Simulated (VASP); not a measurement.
# BaZrO3: single point with PBE

The system is BaZrO3.

```
CELL_PARAMETERS angstrom
4.10001 0.00000 0.00000
0.00000 4.10001 0.00000
0.00000 0.00000 4.30357
ATOMIC_POSITIONS crystal
Ba 0.00000 0.00000 0.00000
Zr 0.50000 0.50000 0.50000
O 0.50000 0.00000 0.50000
O 0.50000 0.50000 0.00000
O 0.00000 0.50000 0.50000
```

This cell differs from its parent crystal: biaxial strain in the a-b plane: -3.0 %, then relaxed in part.

* Program: VASP 6.6.1
* Task: single point
* Functional: PBE
* Potentials or basis: VASP PAW PBE potentials, release 64 (Ba_sv, Zr_sv, O_h)
* Cutoff: 1340 eV
* k mesh: 6 × 6 × 6
* Occupations: gaussian, width 0.02 eV
* Spin: no spin polarisation

```
Pressure               : 8.7 GPa
Band gap on the k mesh : 3.11 eV (least direct gap 3.33 eV)
```

Stress tensor (GPa, compression positive):
```
12.68  0.00  0.00
 0.00 12.68  0.00
 0.00  0.00  0.83
```

Levels at points of the mesh, in eV from the valence-band top:
```csv
k point,band 17,band 18,band 19,band 20,band 21,band 22,band 23,band 24
"(0.00, 0.00, 0.00)",-0.97,-0.32,-0.21,-0.21,3.11,3.11,3.33,4.43
"(0.50, 0.00, 0.00)",-1.85,-1.75,-0.54,-0.44,3.62,5.95,6.00,6.57
"(0.50, 0.50, 0.00)",-0.91,-0.77,-0.77,-0.06,5.89,5.89,6.40,6.86
"(0.00, 0.00, 0.50)",-1.49,-1.49,-0.42,-0.42,3.70,5.41,5.41,6.05
"(0.50, 0.00, 0.50)",-1.10,-1.09,-0.71,-0.20,5.43,5.94,6.38,6.58
"(0.50, 0.50, 0.50)",-2.50,-0.07,-0.07,0.00,5.88,5.88,6.18,7.01
```

It took 6 min on 1 thread of AMD EPYC 7R43 64-Core Processor (Zen 3), on a shared host, peak memory 0.54 GiB.

Caveat: the cell differs from its parent crystal (biaxial strain in the a-b plane: -3.0 %, then relaxed in part); the stress differs along the axes, from 1 to 13 GPa; spin-orbit coupling is left out, which moves the levels of the heavy elements. A k mesh can miss the band edges.
